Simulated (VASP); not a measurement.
# Ir (Fm-3m) in VASP: notebook

The runs below take Ir through single point, relaxation of cell and atoms, with PBEsol.

Everything below comes from runs of VASP 6.6.1. Logs are shortened: lines on timing, memory, paths and dates and some standing lists are left out, and cuts for length are marked.

## 1. The cell of the first run

It takes space group Fm-3m (No. 225, cubic). Conventional cell: a = 3.832 Å, b = 3.832 Å, c = 3.832 Å, α = 90.00°, β = 90.00°, γ = 90.00°. Ir (site symmetry m-3m) has 12 Ir at 2.71 Å within 3.6 Å.

## 2. Single point, PBEsol

File INCAR:

```
SYSTEM = Ir
ALGO = Normal
EDIFF = 1E-7
ENCUT = 520
GGA = PS
ISIF = 2
ISMEAR = -1
LASPH = .TRUE.
LCHARG = .FALSE.
LREAL = .FALSE.
LWAVE = .FALSE.
NBANDS = 10
NELM = 100
PREC = Accurate
SIGMA = 0.1
```

File KPOINTS:

```
k-points
0
G
  19 19 19
  0 0 0
```

File POSCAR:

```
Ir
1.0
    0.0000000000      1.9158194251      1.9158194251
    1.9158194251      0.0000000000      1.9158194251
    1.9158194251      1.9158194251      0.0000000000
Ir
1
Direct
    0.0000000000      0.0000000000      0.0000000000
```

Potentials or basis: VASP PAW PBE potentials, release 64 (Ir).

Run with:

```sh
> cat potpaw_PBE.64/Ir/POTCAR > POTCAR
> mpirun -np 1 vasp_std > vasp.out
```

OUTCAR:

```text
SYSTEM = Ir
   EDIFF = 1E-7
   ENCUT = 520
   GGA = PS
   ISIF = 2
   ISMEAR = -1
   LASPH = .TRUE.
   LREAL = .FALSE.
   NELM = 100
   PREC = Accurate

 ion  position               nearest neighbor table
   1  0.000  0.000  0.000-

  LATTYP: Found a face centered cubic cell.
 ALAT       =     3.8316388502

  Lattice vectors:

 A1 = (   0.0000000000,   1.9158194251,   1.9158194251)
 A2 = (   1.9158194251,   0.0000000000,   1.9158194251)
 A3 = (   1.9158194251,   1.9158194251,   0.0000000000)

Analysis of symmetry for initial positions (statically):
=====================================================================
 Subroutine PRICEL returns:
 Original cell was already a primitive cell.

 Routine SETGRP: Setting up the symmetry group for a
 face centered cubic supercell.

 Subroutine GETGRP returns: Found 48 space group operations
 (whereof 48 operations were pure point group operations)
 out of a pool of 48 trial point group operations.

The static configuration has the point symmetry O_h .

Analysis of symmetry for dynamics (positions and initial velocities):
=====================================================================
 Subroutine PRICEL returns:
 Original cell was already a primitive cell.

 Routine SETGRP: Setting up the symmetry group for a
 face centered cubic supercell.

 Subroutine GETGRP returns: Found 48 space group operations
 (whereof 48 operations were pure point group operations)
 out of a pool of 48 trial point group operations.

The dynamic configuration has the point symmetry O_h .

 Subroutine INISYM returns: Found 48 space group operations
 (whereof 48 operations are pure point group operations),
 and found     1 'primitive' translations

----------------------------------------------------------------------------------------

                                     Primitive cell

  volume of cell :      14.0635

  direct lattice vectors                    reciprocal lattice vectors
     0.000000000  1.915819425  1.915819425    -0.260984931  0.260984931  0.260984931
     1.915819425  0.000000000  1.915819425     0.260984931 -0.260984931  0.260984931
     1.915819425  1.915819425  0.000000000     0.260984931  0.260984931 -0.260984931

  length of vectors
     2.709377814  2.709377814  2.709377814     0.452039160  0.452039160  0.452039160

  position of ions in fractional coordinates (direct lattice)
     0.000000000  0.000000000  0.000000000

  ion indices of the primitive-cell ions
   primitive index   ion index
                 1           1

----------------------------------------------------------------------------------------

 KPOINTS: k-points

Automatic generation of k-mesh.
 Grid dimensions read from file:
 generate k-points for:   19   19   19

 Generating k-lattice:

  Cartesian coordinates                     Fractional coordinates (reciprocal lattice)
    -0.013736049  0.013736049  0.013736049     0.052631579  0.000000000  0.000000000
     0.013736049 -0.013736049  0.013736049     0.000000000  0.052631579  0.000000000
     0.013736049  0.013736049 -0.013736049     0.000000000  0.000000000  0.052631579

  Length of vectors
     0.023791535  0.023791535  0.023791535

  Shift w.r.t. Gamma in fractional coordinates (k-lattice)
     0.000000000  0.000000000  0.000000000

 Subroutine IBZKPT returns following result:
 ===========================================

 Found    220 irreducible k-points:

 Following reciprocal coordinates:
            Coordinates               Weight
  0.000000  0.000000  0.000000      1.000000
  0.052632  0.000000  0.000000      8.000000
  0.105263  0.000000  0.000000      8.000000
  0.157895  0.000000  0.000000      8.000000
  0.210526  0.000000  0.000000      8.000000
  0.263158  0.000000  0.000000      8.000000
[... 16 lines left out ...]
 -0.315789  0.052632  0.000000     24.000000
 -0.263158  0.052632  0.000000     24.000000
 [... further k-points ...]
   k-points           NKPTS =    220   k-points in BZ     NKDIM =    220   number of bands    NBANDS=     10
   number of dos      NEDOS =    301   number of ions     NIONS =      1
   total plane-waves  NPLWV =   8000
   dimension x,y,z NGX =    20 NGY =   20 NGZ =   20
   dimension x,y,z NGXF=    40 NGYF=   40 NGZF=   40
   ions per type =               1
   NGX,Y,Z   is equivalent  to a cutoff of  12.27, 12.27, 12.27 a.u.
   NGXF,Y,Z  is equivalent  to a cutoff of  24.54, 24.54, 24.54 a.u.
 SYSTEM =  Ir
   PREC   = accura    normal or accurate (medium, high low for compatibility)
   ISTART =      0    job   : 0-new  1-cont  2-samecut
   ICHARG =      2    charge: 1-file 2-atom 10-const
   ISPIN  =      1    spin polarized calculation?
   LNONCOLLINEAR =      F non collinear calculations
   LSORBIT =      F    spin-orbit coupling
   LASPH  =      T    aspherical Exc in radial PAW
   ENCUT  =  520.0 eV  38.22 Ry    6.18 a.u.   5.04  5.04  5.04*2*pi/ulx,y,z
   NELM   =    100;   NELMIN=  2; NELMDL= -5     # of ELM steps
   EDIFF  = 0.1E-06   stopping-criterion for ELM
   LREAL  =      F    real-space projection
   EDIFFG = 0.1E-05   stopping-criterion for IOM
   NSW    =      0    number of steps for IOM
   IBRION =     -1    ionic relax: 0-MD 1-quasi-New 2-CG
   NFREE  =      0    steps in history (QN), initial steepest desc. (CG)
   ISIF   =      2    stress and relaxation
   ISYM   =      2    0-nonsym 1-usesym 2-fastsym
   POTIM  = 0.5000    time-step for ionic-motion
   TEBEG  =    0.0;   TEEND  =   0.0 temperature during run
   PSTRESS=    0.0 pullay stress
   NELECT =       9.0000    total number of electrons
   NUPDOWN=      -1.0000    fix difference up-down
   EMIN   =  10.00;   EMAX   =-10.00  energy-range for DOS
   EFERMI =   0.00;   METHOD = LEGACY
   ISMEAR =    -1;   SIGMA  =   0.10  broadening in eV -4-tet -1-fermi 0-gaus
   EFERMI_NEDOS =   21; number of points for ismear=-14 and -15
   IALGO  =     38    algorithm
   IMIX   =      4    mixing-type and parameters
     AMIX     =   0.40;   BMIX     =  1.00
     AMIX_MAG =   1.60;   BMIX_MAG =  1.00
  volume/ion in A,a.u.               =      14.06        94.91
  Fermi-wavevector in a.u.,A,eV,Ry     =   1.410775  2.665978 27.079487  1.990286
  Thomas-Fermi vector in A             =   2.532694
   LORBIT       =      0    0 simple, 1 ext, 2 COOP (PROOUT), +10 PAW based schemes
   GGA     = PS    functional components
   LHFCALC =     F    Hartree Fock is set to
   AEXX    =    0.0000 exact exchange contribution
   IVDW    =     0    specifies the selected vdW correction
   LEPSILON=     F    determine dielectric tensor
   LRPA    =     F    only Hartree local field effects (RPA)
 non-spin polarized calculation
  energy-cutoff  :      520.00
  volume of cell :       14.06
 maximum number of plane-waves:       388
   NGX =  9   NGY =  9   NGZ =  9

 number of electron       9.0000000 magnetization

 Free energy of the ion-electron system (eV)
  ---------------------------------------------------
  ext. energy  EPLUGINS =         0.00000000
  ---------------------------------------------------
  free energy    TOTEN  =        -9.83085904 eV

  energy without entropy =       -9.79628252  energy(sigma->0) =       -9.81357078

 E-fermi :  10.3312     XC(G=0): -14.1362

 val. band max:       10.3294757619   @ k =  -0.1579   0.1579   0.0526
 cond. band min:      10.3350437471   @ k =   0.4737   0.3684   0.0000
 fundamental gap:      0.0055679852
 Fermi energy:        10.3311760206

 k-point     1 :       0.0000    0.0000    0.0000
  band No.  band energies     occupation
      1      -0.9056      2.00000
      2       6.4126      2.00000
      3       6.4126      2.00000
      4       6.4126      2.00000
      5       9.1541      1.99998
      6       9.1541      1.99998
      7      24.6563      0.00000
      8      30.2652      0.00000
      9      30.2652      0.00000
     10      30.2652      0.00000

 k-point     2 :       0.0526    0.0000    0.0000
  band No.  band energies     occupation
      1      -0.7812      2.00000
      2       6.3449      2.00000
      3       6.4673      2.00000
      4       6.4673      2.00000
      5       9.1180      1.99999
      6       9.1180      1.99999
      7      24.8735      0.00000
      8      29.5790      0.00000
      9      30.4707      0.00000
     10      30.4707      0.00000

 k-point     3 :       0.1053    0.0000    0.0000
  band No.  band energies     occupation
      1      -0.4191      2.00000
      2       6.1680      2.00000
      3       6.6130      2.00000
      4       6.6130      2.00000
      5       9.0358      2.00000
      6       9.0358      2.00000
      7      25.4761      0.00000
      8      28.2095      0.00000
      9      31.0703      0.00000
     10      31.0703      0.00000

 k-point     4 :       0.1579    0.0000    0.0000
  band No.  band energies     occupation
      1       0.1417      2.00000
      2       5.9565      2.00000
      3       6.7872      2.00000
      4       6.7872      2.00000
      5       8.9882      2.00000
      6       8.9882      2.00000
      7      26.2318      0.00000
      8      26.8124      0.00000
      9      32.0132      0.00000
     10      32.0132      0.00000
[... 222 lines left out ...]
 k-point    22 :      -0.3684    0.0526    0.0000
  band No.  band energies     occupation
      1       2.2411      2.00000
      2       6.4133      2.00000
      3       6.5451      2.00000
      4       7.5808      2.00000
      5      10.3827      0.74776
      6      11.2073      0.00031
      7      19.9513      0.00000
      8      25.1463      0.00000
      9      30.5910      0.00000
     10      32.1173      0.00000

 k-point    23 :      -0.3158    0.0526    0.0000
  band No.  band energies     occupation
      1       2.1144      2.00000
      2       6.5339      2.00000
      3       6.6636      2.00000
      4       6.7057      2.00000
      5       9.7782      1.99210
      6      10.6458      0.08244
      7      21.6970      0.00000
      8      25.9974      0.00000
      9      31.5713      0.00000
     10      33.8077      0.00000

 k-point    24 :      -0.2632    0.0526    0.0000
  band No.  band energies     occupation
      1       1.7556      2.00000
      2       5.9460      2.00000
      3       6.7803      2.00000
      4       6.8758      2.00000
      5       9.2059      1.99997
      6      10.0741      1.85794
      7      23.3481      0.00000
      8      26.9467      0.00000
      9      32.5268      0.00000
     10      33.8738      0.00000

 [... further k-points ...]
[... 5 lines left out ...]
  --------------------------------------------------------------------------------------
  -------------------------------------------------------------------------------------
  Total        0.0874460      0.0874460      0.0874460      0.0000000      0.0000000      0.0000000
  in kB        9.9622321      9.9622321      9.9622321      0.0000000      0.0000000      0.0000000
  external PRESSURE =       9.9622321 kB  Pullay stress =       0.0000000 kB

 VOLUME and BASIS-vectors are now :
 -----------------------------------------------------------------------------
  energy-cutoff  :      520.00
  volume of cell :       14.06
      direct lattice vectors                 reciprocal lattice vectors
     0.000000000  1.915819425  1.915819425    -0.260984931  0.260984931  0.260984931
     1.915819425  0.000000000  1.915819425     0.260984931 -0.260984931  0.260984931
     1.915819425  1.915819425  0.000000000     0.260984931  0.260984931 -0.260984931

 POSITION                                       TOTAL-FORCE (eV/Angst)
 -----------------------------------------------------------------------------------
      0.00000      0.00000      0.00000        -0.000000      0.000000      0.000000
 -----------------------------------------------------------------------------------
    total drift:                                0.000000      0.000000      0.000000

  FREE ENERGIE OF THE ION-ELECTRON SYSTEM (eV)
  ---------------------------------------------------
  free  energy   TOTEN  =        -9.8308590360 eV

  energy  without entropy=       -9.7962825197  energy(sigma->0) =       -9.81357078
```

It took 9.6 s on 1 thread of Intel Xeon 6975P-C (Granite Rapids), shared host; peak memory 0.15 GiB.

Results:

```yaml
Free_energy: -9.8309 eV
Pressure: 1.0 GPa
Band_gap_on_the_k_mesh: zero (an odd number of electrons rules out a gap without spin polarisation)
```

Levels at points of the mesh, in eV from the Fermi level:
| k point | band 2 | band 3 | band 4 | band 5 | band 6 | band 7 |
| --- | --- | --- | --- | --- | --- | --- |
| (0.00, 0.00, 0.00) | -3.92 | -3.92 | -3.92 | -1.18 | -1.18 | 14.33 |

Caveat: the PAW data sets were made with another functional, which shifts forces and pressure a little; spin-orbit coupling is left out, which moves the levels of the heavy elements.

## 3. Relaxation of cell and atoms, PBEsol

This run uses another cell than the first one, of 14.15 Å³/atom.

File INCAR:

```
SYSTEM = Ir
PREC     = Accurate       ! precision mode
ENCUT    = 600            ! plane-wave cutoff, eV
EDIFF    = 1E-7           ! SCF threshold, eV
ISMEAR   = -1             ! smearing method
SIGMA    = 0.1            ! smearing width, eV
LREAL    = .False.        ! projectors in reciprocal space
LASPH    = .True.         ! aspherical terms in the spheres
NELM     = 60             ! most SCF steps
ALGO     = Normal         ! electronic algorithm
ISIF     = 3              ! what is computed and relaxed
LWAVE    = .False.        ! write WAVECAR
LCHARG   = .False.        ! write CHGCAR
GGA      = PS             ! functional
IBRION   = 2              ! ionic algorithm
NSW      = 60             ! ionic steps
EDIFFG   = -0.005         ! ionic threshold
```

File KPOINTS:

```
Automatic mesh
0
Gamma
  19 19 19
  0 0 0
```

File POSCAR:

```
Ir
1.0
    0.0000000000      1.9197388244      1.9197388244
    1.9197388244      0.0000000000      1.9197388244
    1.9197388244      1.9197388244      0.0000000000
Ir
1
Direct
    0.0000000000      0.0000000000      0.0000000000
```

Potentials or basis: VASP PAW PBE potentials, release 64 (Ir).

Run with:

```sh
> cat potpaw_PBE.64/Ir/POTCAR > POTCAR
> mpirun -np 1 vasp_std > vasp.out
```

Run time: 21 s. Hardware: 1 thread of Intel Xeon 6975P-C (Granite Rapids), shared host; peak memory 0.17 GiB.

The run converged. Its results:

- Free energy: -9.8310 eV
- Relaxed volume: 14.10 Å³/atom
- Relaxed cell: a = 2.712 Å, b = 2.712 Å, c = 2.712 Å, α = 60.00°, β = 60.00°, γ = 60.00°
- Space group after relaxing (to 0.1 Å): Fm-3m (No. 225)
- Energy gained by relaxing: 0.2 meV/atom
- Ionic steps: 3
- Pressure after relaxing: 0.0 GPa
- Band gap on the k mesh: zero (an odd number of electrons rules out a gap without spin polarisation)

The path:
```csv
step,energy change (eV),largest force (eV/Å),pressure (GPa),volume (Å³)
1,0.0000,0.0000,-1.30,14.15
2,0.0028,0.0000,5.30,13.92
3,-0.0002,0.0000,0.00,14.10
```

Final structure:
```
Ir
1.0
     0.00000    1.91758    1.91758
     1.91758    0.00000    1.91758
     1.91758    1.91758    0.00000
Ir
1
Direct
  0.00000 0.00000 0.00000
```

Levels at points of the mesh, in eV from the Fermi level:
| k point | band 1 | band 2 | band 3 | band 4 | band 5 | band 6 | band 7 | band 8 |
| --- | --- | --- | --- | --- | --- | --- | --- | --- |
| (0.00, 0.00, 0.00) | -11.21 | -3.90 | -3.90 | -3.90 | -1.17 | -1.17 | 14.33 | 19.92 |

Caveat: the PAW data sets were made with another functional, which shifts forces and pressure a little; spin-orbit coupling is left out, which moves the levels of the heavy elements.

## 4. Single point, PBEsol

This run uses another cell than the first one: it holds 2 atoms, not 1.

File INCAR:

```
PREC     = Accurate       # precision mode
ENCUT    = 520            # plane-wave cutoff, eV
EDIFF    = 1E-6           # SCF threshold, eV
ISMEAR   = -1             # smearing method
SIGMA    = 0.1            # smearing width, eV
LREAL    = False          # projectors in reciprocal space
LASPH    = True           # aspherical terms in the spheres
NELM     = 80             # most SCF steps
ALGO     = Normal         # electronic algorithm
ISIF     = 2              # what is computed and relaxed
LWAVE    = False          # write WAVECAR
LCHARG   = True           # write CHGCAR
GGA      = PS             # functional
LELF     = True           # ELF
LVHAR    = True         
NBANDS   = 16             # bands
```

File KPOINTS:

```
Automatic mesh
0
Gamma
  15 11 15
```

File POSCAR:

```
Ir
1.0
   -1.9158194251      1.9158194251      0.0000000000
    0.0000000000      0.0000000000      3.8316388502
    1.9158194251      1.9158194251      0.0000000000
Ir
2
Direct
    0.0000000000      0.0000000000      0.0000000000
    0.5000000000      0.5000000000      0.5000000000
```

Run with:

```sh
> cat potpaw_PBE.64/Ir/POTCAR > POTCAR
> mpirun -np 1 vasp_std > vasp.out
```

Wall time 28 s (1 thread of Intel Xeon 6975P-C (Granite Rapids), shared host); peak memory 0.19 GiB.

Results (log left out):

| Item | Value |
| --- | --- |
| Free energy | -19.6722 eV |
| Pressure | 0.8 GPa |
| Band gap on the k mesh | zero (bands 9 and 10 overlap by 2.93 eV) |

Levels at points of the mesh, in eV from the Fermi level:
```csv
k point,band 7,band 8,band 9,band 10,band 11,band 12
"(0.00, 0.00, 0.00)",-1.19,-1.19,0.90,1.50,1.50,1.66
```

Caveat: the PAW data sets were made with another functional, which shifts forces and pressure a little; spin-orbit coupling is left out, which moves the levels of the heavy elements.

## 5. The runs side by side

| task | cell | k mesh | cutoff (eV) | gap on the mesh (eV) | pressure (GPa) |
| --- | --- | --- | --- | --- | --- |
| single point | a = 2.709 Å, angles 60.0°, 1 atom, atomic positions A | 19 × 19 × 19 | 520 | none | 1.0 |
| relaxation of cell and atoms | relaxed from a = 2.715 Å, angles 60.0°, 1 atom, atomic positions A | 19 × 19 × 19 | 600 | none | 0.0 |
| single point | a = 2.709, b = 3.832 Å, 2 atoms, atomic positions B | 15 × 11 × 15 | 520 | none | 0.8 |

Alike in all rows: level PBEsol; potentials or basis VASP PAW PBE potentials, release 64 (Ir); no spin polarisation; smearing fermi-dirac 0.1 eV.

Caveats: the PAW data sets were made with another functional, which shifts forces and pressure a little; spin-orbit coupling is left out, which moves the levels of the heavy elements.

Total energies depend on the potentials used, so only differences within one code and one set of settings carry meaning.
